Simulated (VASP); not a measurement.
## SnPb2Se3: single point with PBE

The system is SnPb2Se3.

```xyz
6
Lattice="4.3608 0.0000 0.0000 -2.1804 3.7766 0.0000 0.0000 0.0000 10.6884" Properties=species:S:1:pos:R:3 pbc="T T T"
Sn    0.0000    0.0000    0.0000
Pb    0.0000    2.5177    7.1551
Pb    2.1804    1.2589    3.5333
Se    2.1804    1.2589    8.9775
Se    0.0000    0.0000    5.3442
Se    0.0000    2.5177    1.7108
```

- Program: VASP 6.6.1
- Task: single point
- Functional: PBE
- Potentials or basis: VASP PAW PBE potentials, release 64 (Sn_d, Pb_d, Se)
- Cutoff: 520 eV
- k mesh: 12 × 12 × 4
- Occupations: gaussian, width 0.01 eV
- Spin: no spin polarisation
- Dipole correction: no
- Further INCAR settings: ALGO = Normal; EDIFF = 1e-06; NBANDS = 39

```
Pressure               : 0.0 GPa
Band gap on the k mesh : 0.12 eV
```

Levels at points of the mesh, in eV from the valence-band top:
| k point | band 26 | band 27 | band 28 | band 29 | band 30 | band 31 | band 32 | band 33 | band 34 | band 35 |
| --- | --- | --- | --- | --- | --- | --- | --- | --- | --- | --- |
| (0.00, 0.00, 0.00) | -1.81 | -1.69 | -1.69 | -0.82 | -0.69 | 1.02 | 1.39 | 1.92 | 1.92 | 2.12 |
| (0.50, 0.00, 0.00) | -2.84 | -2.23 | -2.23 | -1.61 | -1.27 | 1.60 | 1.62 | 2.47 | 2.47 | 3.16 |
| (0.00, 0.00, 0.50) | -1.62 | -1.62 | -1.53 | -1.50 | -0.02 | 0.12 | 1.46 | 1.46 | 2.76 | 3.07 |
| (0.50, 0.00, 0.50) | -2.82 | -2.72 | -1.63 | -1.63 | 0.00 | 0.12 | 1.46 | 1.47 | 3.53 | 3.54 |

It took 7.4 min on 1 thread of Intel(R) Xeon(R) Platinum 8259CL CPU @ 2.50GHz (Skylake/Cascade Lake), on a shared host, peak memory 0.56 GiB.

Caveat: spin-orbit coupling is left out, which moves the levels of the heavy elements. A k mesh can miss the band edges.
